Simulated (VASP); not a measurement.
# CO2 (Cmce) in VASP: notebook

Runs on CO2. Level: LDA. Tasks: single point, relaxation of cell and atoms.

All numbers are computed with VASP 6.6.1; they aren't measurements. Logs are shortened: lines on timing, memory, paths and dates and some standing lists are left out, and cuts for length are marked.

## Step 1: The cell of the first run

Symmetry: Cmce, No. 64, orthorhombic system. The conventional cell has a = 5.152 Å, b = 4.652 Å, c = 6.193 Å, α = 90.00°, β = 90.00°, γ = 90.00°. Within 1.6 Å of C (site symmetry 2/m) lie 2 O at 1.16 Å. O (site symmetry m) has 1 C at 1.16 Å within 1.6 Å.

## Step 2: Single point, LDA

Contents of INCAR:

```
SYSTEM = CO2
PREC = Accurate
ENCUT = 520
EDIFF = 1E-7
ISMEAR = 0
SIGMA = 0.02
LREAL = .False.
LASPH = .True.
NELM = 100
ALGO = Normal
ISIF = 2
LWAVE = .False.
LCHARG = .False.
NBANDS = 25
```

Contents of KPOINTS:

```
Automatic mesh
0
Gamma
  6 6 4
  0 0 0
```

Contents of POSCAR:

```
CO2
1.0
    2.5759990891     -2.3258302652      0.0000000000
    2.5759990891      2.3258302652      0.0000000000
    0.0000000000      0.0000000000      6.1928828922
C O
2 4
Direct
    0.0000000000      0.0000000000      0.0000000000
    0.5000000000      0.5000000000      0.5000000000
    0.7967909928      0.2032090072      0.8913216531
    0.2032090072      0.7967909928      0.1086783469
    0.7032090072      0.2967909928      0.3913216531
    0.2967909928      0.7032090072      0.6086783469
```

Potentials or basis: VASP PAW LDA potentials, release 64 (C, O).

Started as:

```bash
> cat potpaw_LDA.64/C/POTCAR potpaw_LDA.64/O/POTCAR > POTCAR
> mpirun -np 1 vasp_std > vasp.out
```

OUTCAR:

```text
SYSTEM = CO2
   PREC = Accurate
   ENCUT = 520
   EDIFF = 1E-7
   ISMEAR = 0
   LREAL = .False.
   LASPH = .True.
   NELM = 100
   ISIF = 2

 ion  position               nearest neighbor table
   1  0.000  0.000  0.000-   3 1.16   4 1.16
   2  0.500  0.500  0.500-   5 1.16   6 1.16
   3  0.797  0.203  0.891-   1 1.16
   4  0.203  0.797  0.109-   1 1.16
   5  0.703  0.297  0.391-   2 1.16
   6  0.297  0.703  0.609-   2 1.16

  LATTYP: Found a base centered orthorhombic cell.
 ALAT       =     4.6516605304
 B/A-ratio  =     1.1075610837
 C/A-ratio  =     1.3313273511

  Lattice vectors:

 A1 = (  -2.5759990891,  -2.3258302652,   0.0000000000)
 A2 = (   2.5759990891,  -2.3258302652,   0.0000000000)
 A3 = (   0.0000000000,   0.0000000000,   6.1928828922)

Analysis of symmetry for initial positions (statically):
=====================================================================
 Subroutine PRICEL returns:
 Original cell was already a primitive cell.

 Routine SETGRP: Setting up the symmetry group for a
 base centered orthorhombic supercell.

 Subroutine GETGRP returns: Found  8 space group operations
 (whereof  4 operations were pure point group operations)
 out of a pool of  8 trial point group operations.

The static configuration has the point symmetry C_2h.
 The point group associated with its full space group is D_2h.

Analysis of symmetry for dynamics (positions and initial velocities):
=====================================================================
 Subroutine PRICEL returns:
 Original cell was already a primitive cell.

 Routine SETGRP: Setting up the symmetry group for a
 base centered orthorhombic supercell.

 Subroutine GETGRP returns: Found  8 space group operations
 (whereof  4 operations were pure point group operations)
 out of a pool of  8 trial point group operations.

The dynamic configuration has the point symmetry C_2h.
 The point group associated with its full space group is D_2h.

 Subroutine INISYM returns: Found  8 space group operations
 (whereof  4 operations are pure point group operations),
 and found     1 'primitive' translations

----------------------------------------------------------------------------------------

                                     Primitive cell

  volume of cell :      74.2073

  direct lattice vectors                    reciprocal lattice vectors
     2.575999089 -2.325830265  0.000000000     0.194099448 -0.214976994  0.000000000
     2.575999089  2.325830265  0.000000000     0.194099448  0.214976994  0.000000000
     0.000000000  0.000000000  6.192882892     0.000000000  0.000000000  0.161475684

  length of vectors
     3.470627858  3.470627858  6.192882892     0.289637193  0.289637193  0.161475684

  position of ions in fractional coordinates (direct lattice)
     0.000000000  0.000000000  0.000000000
     0.500000000  0.500000000  0.500000000
     0.796790993  0.203209007  0.891321653
     0.203209007  0.796790993  0.108678347
     0.703209007  0.296790993  0.391321653
     0.296790993  0.703209007  0.608678347

  ion indices of the primitive-cell ions
   primitive index   ion index
                 1           1
                 2           2
                 3           3
                 4           4
                 5           5
                 6           6

----------------------------------------------------------------------------------------

 KPOINTS: Automatic mesh

Automatic generation of k-mesh.
 Grid dimensions read from file:
 generate k-points for:    6    6    4

 Generating k-lattice:

  Cartesian coordinates                     Fractional coordinates (reciprocal lattice)
     0.032349908 -0.035829499  0.000000000     0.166666667  0.000000000  0.000000000
     0.032349908  0.035829499  0.000000000     0.000000000  0.166666667  0.000000000
     0.000000000  0.000000000  0.040368921     0.000000000  0.000000000  0.250000000

  Length of vectors
     0.048272866  0.048272866  0.040368921

  Shift w.r.t. Gamma in fractional coordinates (k-lattice)
     0.000000000  0.000000000  0.000000000

 Subroutine IBZKPT returns following result:
 ===========================================

 Found     39 irreducible k-points:

 Following reciprocal coordinates:
            Coordinates               Weight
  0.000000  0.000000  0.000000      1.000000
  0.166667 -0.000000  0.000000      4.000000
  0.333333 -0.000000  0.000000      4.000000
  0.500000  0.000000  0.000000      2.000000
  0.166667  0.166667  0.000000      2.000000
  0.333333  0.166667  0.000000      4.000000
[... 16 lines left out ...]
  0.333333  0.333333  0.250000      4.000000
  0.500000  0.333333  0.250000      8.000000
 [... further k-points ...]
   k-points           NKPTS =     39   k-points in BZ     NKDIM =     39   number of bands    NBANDS=     25
   number of dos      NEDOS =    301   number of ions     NIONS =      6
   total plane-waves  NPLWV =  37632
   dimension x,y,z NGX =    28 NGY =   28 NGZ =   48
   dimension x,y,z NGXF=    56 NGYF=   56 NGZF=   96
   ions per type =               2   4
   NGX,Y,Z   is equivalent  to a cutoff of  13.41, 13.41, 12.89 a.u.
   NGXF,Y,Z  is equivalent  to a cutoff of  26.82, 26.82, 25.77 a.u.
 SYSTEM =  CO2
   PREC   = accura    normal or accurate (medium, high low for compatibility)
   ISTART =      0    job   : 0-new  1-cont  2-samecut
   ICHARG =      2    charge: 1-file 2-atom 10-const
   ISPIN  =      1    spin polarized calculation?
   LNONCOLLINEAR =      F non collinear calculations
   LSORBIT =      F    spin-orbit coupling
   LASPH  =      T    aspherical Exc in radial PAW
   ENCUT  =  520.0 eV  38.22 Ry    6.18 a.u.   6.45  6.45 11.51*2*pi/ulx,y,z
   NELM   =    100;   NELMIN=  2; NELMDL= -5     # of ELM steps
   EDIFF  = 0.1E-06   stopping-criterion for ELM
   LREAL  =      F    real-space projection
   EDIFFG = 0.1E-05   stopping-criterion for IOM
   NSW    =      0    number of steps for IOM
   IBRION =     -1    ionic relax: 0-MD 1-quasi-New 2-CG
   NFREE  =      0    steps in history (QN), initial steepest desc. (CG)
   ISIF   =      2    stress and relaxation
   ISYM   =      2    0-nonsym 1-usesym 2-fastsym
   POTIM  = 0.5000    time-step for ionic-motion
   TEBEG  =    0.0;   TEEND  =   0.0 temperature during run
   PSTRESS=    0.0 pullay stress
   NELECT =      32.0000    total number of electrons
   NUPDOWN=      -1.0000    fix difference up-down
   EMIN   =  10.00;   EMAX   =-10.00  energy-range for DOS
   EFERMI =   0.00;   METHOD = LEGACY
   ISMEAR =     0;   SIGMA  =   0.02  broadening in eV -4-tet -1-fermi 0-gaus
   EFERMI_NEDOS =   21; number of points for ismear=-14 and -15
   IALGO  =     38    algorithm
   IMIX   =      4    mixing-type and parameters
     AMIX     =   0.40;   BMIX     =  1.00
     AMIX_MAG =   1.60;   BMIX_MAG =  1.00
  volume/ion in A,a.u.               =      12.37        83.46
  Fermi-wavevector in a.u.,A,eV,Ry     =   1.236828  2.337266 20.813423  1.529743
  Thomas-Fermi vector in A             =   2.371420
   LORBIT       =      0    0 simple, 1 ext, 2 COOP (PROOUT), +10 PAW based schemes
   GGA     = CA    functional components
   LHFCALC =     F    Hartree Fock is set to
   AEXX    =    0.0000 exact exchange contribution
   IVDW    =     0    specifies the selected vdW correction
   LEPSILON=     F    determine dielectric tensor
   LRPA    =     F    only Hartree local field effects (RPA)
 non-spin polarized calculation
 Gauss-broadening in eV      SIGMA  =   0.02
  energy-cutoff  :      520.00
  volume of cell :       74.21
 maximum number of plane-waves:      2016
 NGX is ok and might be reduce to    28
   NGX = 13   NGY = 13   NGZ = 23

 number of electron      32.0000005 magnetization

 Free energy of the ion-electron system (eV)
  ---------------------------------------------------
  ext. energy  EPLUGINS =         0.00000000
  ---------------------------------------------------
  free energy    TOTEN  =       -49.75835401 eV

  energy without entropy =      -49.75835401  energy(sigma->0) =      -49.75835401

 E-fermi :  -2.3656     XC(G=0):  -9.4017

 val. band max:       -2.5337103705   @ k =   0.5000   0.5000   0.0000
 cond. band min:       3.9073287833   @ k =   0.0000   0.0000   0.0000
 fundamental gap:      6.4410391538
 Fermi energy:        -2.3656422079

 k-point     1 :       0.0000    0.0000    0.0000
  band No.  band energies     occupation
      1     -23.4660      2.00000
      2     -23.1875      2.00000
      3     -22.2023      2.00000
      4     -22.0994      2.00000
      5      -8.0868      2.00000
      6      -7.7513      2.00000
[... 17 lines left out ...]
     24      13.2293      0.00000
     25      13.9294      0.00000

 k-point     2 :       0.1667   -0.0000    0.0000
  band No.  band energies     occupation
      1     -23.4117      2.00000
      2     -23.1642      2.00000
      3     -22.2113      2.00000
      4     -22.1278      2.00000
      5      -8.2367      2.00000
      6      -7.7500      2.00000
[... 17 lines left out ...]
     24      12.4333      0.00000
     25      13.6433      0.00000

 k-point     3 :       0.3333   -0.0000    0.0000
  band No.  band energies     occupation
      1     -23.2806      2.00000
      2     -23.1283      2.00000
      3     -22.2320      2.00000
      4     -22.1928      2.00000
      5      -8.3575      2.00000
      6      -7.9066      2.00000
[... 17 lines left out ...]
     24      11.5912      0.00000
     25      12.3189      0.00000

 k-point     4 :       0.5000    0.0000    0.0000
  band No.  band energies     occupation
      1     -23.1594      2.00000
      2     -23.1594      2.00000
      3     -22.2374      2.00000
      4     -22.2374      2.00000
      5      -8.2507      2.00000
      6      -8.2507      2.00000
[... 17 lines left out ...]
     24      11.2754      0.00000
     25      11.8046      0.00000

 k-point     5 :       0.1667    0.1667    0.0000
  band No.  band energies     occupation
      1     -23.3788      2.00000
      2     -23.1319      2.00000
      3     -22.2155      2.00000
      4     -22.1455      2.00000
      5      -7.9591      2.00000
      6      -7.9120      2.00000
[... 17 lines left out ...]
     24      13.0433      0.00000
     25      13.5176      0.00000

 k-point     6 :       0.3333    0.1667    0.0000
  band No.  band energies     occupation
      1     -23.2702      2.00000
      2     -23.0837      2.00000
      3     -22.2323      2.00000
      4     -22.2015      2.00000
      5      -8.1991      2.00000
      6      -8.0402      2.00000
[... 17 lines left out ...]
     24      12.1290      0.00000
     25      12.5384      0.00000
[... 393 lines left out ...]
 k-point    21 :      -0.3333    0.1667    0.2500
  band No.  band energies     occupation
      1     -23.1964      2.00000
      2     -23.1379      2.00000
      3     -22.2401      2.00000
      4     -22.2165      2.00000
      5      -8.2580      2.00000
      6      -7.8707      2.00000
[... 17 lines left out ...]
     24      11.6408      0.00000
     25      11.8382      0.00000

 k-point    22 :      -0.1667    0.1667    0.2500
  band No.  band energies     occupation
      1     -23.3168      2.00000
      2     -23.1809      2.00000
      3     -22.2116      2.00000
      4     -22.1657      2.00000
      5      -8.2805      2.00000
      6      -7.6640      2.00000
[... 17 lines left out ...]
     24      11.9100      0.00000
     25      12.8427      0.00000

 k-point    23 :       0.3333    0.3333    0.2500
  band No.  band energies     occupation
      1     -23.1739      2.00000
      2     -23.0476      2.00000
      3     -22.2397      2.00000
      4     -22.2364      2.00000
      5      -8.3141      2.00000
      6      -8.1806      2.00000
[... 17 lines left out ...]
     24      11.9422      0.00000
     25      12.2564      0.00000

 k-point    24 :       0.5000    0.3333    0.2500
  band No.  band energies     occupation
      1     -23.1094      2.00000
      2     -23.0253      2.00000
      3     -22.2656      2.00000
      4     -22.2528      2.00000
      5      -8.3400      2.00000
      6      -8.0945      2.00000
[... 17 lines left out ...]
     24      11.1411      0.00000
     25      11.5776      0.00000

 [... further k-points ...]

------------------------ aborting loop because EDIFF is reached ----------------------------------------

  FORCE on cell =-STRESS in cart. coord.  units (eV):
  Direction    XX          YY          ZZ          XY          YZ          ZX
  --------------------------------------------------------------------------------------
  -------------------------------------------------------------------------------------
  Total       -0.1737161      2.2755783      1.0459770      0.0000000      0.0000000      0.0000000
  in kB       -3.7506279     49.1310191     22.5832330      0.0000000      0.0000000      0.0000000
  external PRESSURE =      22.6545414 kB  Pullay stress =       0.0000000 kB

 VOLUME and BASIS-vectors are now :
 -----------------------------------------------------------------------------
  energy-cutoff  :      520.00
  volume of cell :       74.21
      direct lattice vectors                 reciprocal lattice vectors
     2.575999089 -2.325830265  0.000000000     0.194099448 -0.214976994  0.000000000
     2.575999089  2.325830265  0.000000000     0.194099448  0.214976994  0.000000000
     0.000000000  0.000000000  6.192882892     0.000000000  0.000000000  0.161475684

 POSITION                                       TOTAL-FORCE (eV/Angst)
 -----------------------------------------------------------------------------------
      0.00000      0.00000      0.00000         0.000000     -0.000000      0.000000
      2.57600      0.00000      3.09644        -0.000000     -0.000000      0.000000
      2.57600     -1.38057      5.51985         0.000000      0.653163     -0.464448
      2.57600      1.38057      0.67303         0.000000     -0.653163      0.464448
      2.57600     -0.94526      2.42341         0.000000     -0.653163     -0.464448
      2.57600      0.94526      3.76947         0.000000      0.653163      0.464448
 -----------------------------------------------------------------------------------
    total drift:                                0.000000     -0.000000      0.000000

  FREE ENERGIE OF THE ION-ELECTRON SYSTEM (eV)
  ---------------------------------------------------
  free  energy   TOTEN  =       -49.7583540137 eV

  energy  without entropy=      -49.7583540137  energy(sigma->0) =      -49.75835401
```

Wall time 88 s (1 thread of Intel Xeon 8259CL, shared host); peak memory 0.18 GiB.

Results:

| Property | Result |
| --- | --- |
| Free energy | -49.7584 eV |
| Pressure | 2.3 GPa |
| Largest force | 0.801 eV/Å |
| Band gap on the k mesh | 6.44 eV (least direct gap 7.11 eV) |

Forces in eV/Å, atoms in the order of the input:
```
C    0.000  0.000  0.000
C    0.000  0.000  0.000
O    0.000  0.653 -0.464
O    0.000 -0.653  0.464
O    0.000 -0.653 -0.464
O    0.000  0.653  0.464
```

Stress tensor (GPa, compression positive):
```
-0.38  0.00  0.00
 0.00  4.91  0.00
 0.00  0.00  2.26
```

Levels at points of the mesh, in eV from the valence-band top:
```csv
k point,band 13,band 14,band 15,band 16,band 17,band 18,band 19,band 20
"(0.00, 0.00, 0.00)",-1.30,-1.28,-0.80,-0.67,6.44,6.67,7.46,7.59
"(0.50, 0.00, 0.00)",-0.91,-0.91,-0.37,-0.37,7.30,7.30,8.46,8.46
"(0.50, 0.50, 0.00)",-1.38,-0.84,-0.40,0.00,7.58,8.88,8.93,9.10
"(0.00, 0.00, 0.50)",-1.05,-1.05,-0.96,-0.96,7.11,7.11,7.63,7.63
"(0.50, 0.00, 0.50)",-1.01,-1.01,-0.33,-0.33,7.41,7.41,8.54,8.54
"(0.50, 0.50, 0.50)",-0.92,-0.92,-0.38,-0.38,8.30,8.30,8.89,8.89
```

A k mesh can miss the band edges.

## Step 3: Relaxation of cell and atoms, LDA

This run uses another cell than the first one, of 15.79 Å³/atom.

Contents of INCAR:

```
PREC = Accurate
ENCUT = 600
EDIFF = 1E-7
ISMEAR = 0
SIGMA = 0.02
LREAL = F
LASPH = T
NELM = 80
ALGO = Normal
ISIF = 3
LWAVE = F
LCHARG = F
IBRION = 2
NSW = 70
EDIFFG = -0.005
```

Contents of KPOINTS:

```
Automatic mesh
0
Gamma
  6 6 4
```

Contents of POSCAR:

```
CO2
1.0
    2.7955696563     -2.5133410556      0.0000000000
    2.7955696563      2.5133410556      0.0000000000
    0.0000000000      0.0000000000      6.7430438916
C O
2 4
Direct
    0.0000000000      0.0000000000      0.0000000000
    0.5000000000      0.5000000000      0.5000000000
    0.8132776264      0.1867223736      0.8966186728
    0.1867223736      0.8132776264      0.1033813272
    0.6867223736      0.3132776264      0.3966186728
    0.3132776264      0.6867223736      0.6033813272
```

Potentials or basis: VASP PAW LDA potentials, release 64 (C, O).

Started as:

```bash
> cat potpaw_LDA.64/C/POTCAR potpaw_LDA.64/O/POTCAR > POTCAR
> mpirun -np 1 vasp_std > vasp.out
```

Wall time 54 min (1 thread of Intel Xeon 8259CL, shared host); peak memory 0.22 GiB.

It converged, with:

- Free energy: -49.8614 eV
- Relaxed volume: 11.97 Å³/atom
- Relaxed cell: a = 3.426 Å, b = 3.426 Å, c = 6.150 Å, α = 90.00°, β = 90.00°, γ = 84.39°
- Space group after relaxing (to 0.1 Å): Cmce (No. 64)
- Energy gained by relaxing: 33.6 meV/atom
- Ionic steps: 65
- Pressure after relaxing: 0.0 GPa
- Largest force after relaxing: 0.005 eV/Å
- Band gap on the k mesh: 6.41 eV (least direct gap 7.15 eV)

Forces on the atoms (eV/Å):
```
C    0.000  0.000  0.000
C    0.000  0.000  0.000
O    0.000  0.003  0.004
O    0.000 -0.003 -0.004
O    0.000 -0.003  0.004
O    0.000  0.003 -0.004
```

The path:
| step | energy change (eV) | largest force (eV/Å) | pressure (GPa) | volume (Å³) |
| --- | --- | --- | --- | --- |
| 1 | 0.0000 | 0.0614 | -1.99 | 94.76 |
| 3 | -0.0065 | 0.5254 | -0.45 | 93.75 |
| 5 | -0.0476 | 0.5182 | -0.44 | 90.21 |
| 7 | -0.1822 | 0.6692 | 1.40 | 75.37 |
| 9 | -0.1688 | 1.2537 | 3.78 | 73.29 |
| 11 | -0.1955 | 0.0313 | 0.10 | 71.25 |
| 13 | -0.1959 | 0.0873 | 0.41 | 71.50 |
| 15 | -0.1969 | 0.0741 | 0.20 | 72.12 |
| 17 | -0.1971 | 0.0631 | 0.03 | 72.64 |
| 19 | -0.1973 | 0.0419 | -0.30 | 72.58 |
| 21 | -0.1977 | 0.0401 | -0.27 | 72.47 |
| 23 | -0.1989 | 0.0312 | -0.12 | 71.97 |
| 25 | -0.1996 | 0.0451 | 0.31 | 71.37 |
| 27 | -0.1997 | 0.0579 | 0.34 | 71.41 |
| 29 | -0.2000 | 0.0491 | 0.26 | 71.61 |
| 31 | -0.2005 | 0.0162 | -0.09 | 72.45 |
| 33 | -0.2006 | 0.0097 | -0.10 | 72.30 |
| 35 | -0.2006 | 0.0233 | -0.16 | 72.27 |
| 37 | -0.2006 | 0.0205 | -0.12 | 72.19 |
| 39 | -0.2008 | 0.0110 | 0.00 | 71.87 |
| 41 | -0.2008 | 0.0098 | 0.07 | 71.71 |
| 43 | -0.2009 | 0.0201 | 0.00 | 71.70 |
| 45 | -0.2010 | 0.1046 | -0.28 | 71.67 |
| 47 | -0.2010 | 0.0820 | -0.21 | 71.68 |
| 49 | -0.2011 | 0.0779 | -0.19 | 71.67 |
| 51 | -0.2012 | 0.0621 | -0.14 | 71.65 |
| 53 | -0.2013 | 0.0075 | 0.11 | 71.57 |
| 55 | -0.2013 | 0.0115 | 0.06 | 71.59 |
| 57 | -0.2013 | 0.0088 | 0.07 | 71.60 |
| 59 | -0.2014 | 0.0114 | 0.10 | 71.66 |
| 61 | -0.2014 | 0.0296 | 0.14 | 71.75 |
| 63 | -0.2014 | 0.0159 | 0.08 | 71.80 |
| 65 | -0.2014 | 0.0046 | 0.02 | 71.85 |

Final structure:
```xyz
6
Lattice="2.5383 -2.3014 0.0000 2.5383 2.3014 0.0000 0.0000 0.0000 6.1496" Properties=species:S:1:pos:R:3 pbc="T T T"
C     0.0000    0.0000    0.0000
C     2.5383    0.0000    3.0748
O     2.5383   -1.3532    5.4694
O     2.5383    1.3532    0.6802
O     2.5383   -0.9482    2.3946
O     2.5383    0.9482    3.7550
```

Levels at points of the mesh, in eV from the valence-band top:
| k point | band 14 | band 15 | band 16 | band 17 | band 18 | band 19 |
| --- | --- | --- | --- | --- | --- | --- |
| (0.00, 0.00, 0.00) | -1.38 | -0.84 | -0.73 | 6.41 | 6.44 | 7.25 |
| (0.50, 0.00, 0.00) | -0.96 | -0.39 | -0.39 | 7.10 | 7.10 | 8.34 |
| (0.50, 0.50, 0.00) | -0.93 | -0.44 | 0.00 | 7.39 | 8.77 | 8.82 |
| (0.00, 0.00, 0.50) | -1.12 | -1.04 | -1.04 | 6.89 | 6.89 | 7.59 |
| (0.50, 0.00, 0.50) | -1.08 | -0.35 | -0.35 | 7.22 | 7.22 | 8.42 |
| (0.50, 0.50, 0.50) | -1.00 | -0.43 | -0.43 | 8.16 | 8.16 | 8.78 |

Caveat: the volume moved by over 15 % at a fixed basis, so the end points are rough.
